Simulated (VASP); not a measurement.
Input of a VASP 6.6.1 run:

File INCAR:

```
PREC = Accurate
ENCUT = 520
EDIFF = 1E-6
ISMEAR = -1
SIGMA = 0.05
LREAL = False
LASPH = True
NELM = 80
ALGO = Normal
ISIF = 2
LWAVE = False
LCHARG = False
GGA = RP
NBANDS = 16
```

The input KPOINTS:

```
Automatic mesh
0
Gamma
  8 8 8
```

Contents of POSCAR:

```
CdS
1.0
    0.0000000000      2.9358151324      2.9358151324
    2.9358151324      0.0000000000      2.9358151324
    2.9358151324      2.9358151324      0.0000000000
Cd S
1 1
Direct
    0.0000000000      0.0000000000      0.0000000000
    0.7500000000      0.7500000000      0.7500000000
```

Potentials or basis: VASP PAW PBE potentials, release 64 (Cd, S).

Launch:

```console
$ cat potpaw_PBE.64/Cd/POTCAR potpaw_PBE.64/S/POTCAR > POTCAR
$ mpirun -np 1 vasp_std > vasp.out
```

Q: What does it give for the band gap on the k mesh?

A: 1.29 eV, direct.

Q: Predict the pressure.

A: 4.1 GPa.

Caveat: the PAW data sets were made with another functional, which shifts forces and pressure a little.
